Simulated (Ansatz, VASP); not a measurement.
One calculation of V3Re, two programs

```
CELL_PARAMETERS angstrom
0.00000 3.02626 3.02626
3.02626 0.00000 3.02626
3.02626 3.02626 0.00000
ATOMIC_POSITIONS crystal
V 0.75000 0.75000 0.75000
V 0.25000 0.25000 0.25000
V 0.00000 0.00000 0.00000
Re 0.50000 0.50000 0.50000
```

Alike in both runs: task single point; functional LDA; k mesh 7 × 7 × 7; occupations fermi-dirac, width 0.1 eV; collinear spin.

|  | VASP | Ansatz |
| --- | --- | --- |
| version | VASP 6.6.1 | Ansatz 0.2.0 |
| potentials or method | VASP PAW LDA potentials, release 64 (V_sv, Re), cutoff 520 eV | plane waves, PAW |
| valence electrons in the cell | 46 | 54 |

|  | VASP | Ansatz | Ansatz less VASP |
| --- | --- | --- | --- |
| pressure (GPa) | -16.4 | -17.0 | -0.59 |
| net moment per atom (μB) | 0.00 | 0.00 | 0.000 |

LDA's correlation is that of Perdew and Zunger in VASP and of Perdew and Wang (1992) in Ansatz. VASP's potentials hold 46 valence electrons a cell and Ansatz's 54, so a difference there can come from the potentials and not from the codes. Ansatz's warnings: seeded moment not kept.

Neither program's run includes spin-orbit coupling.
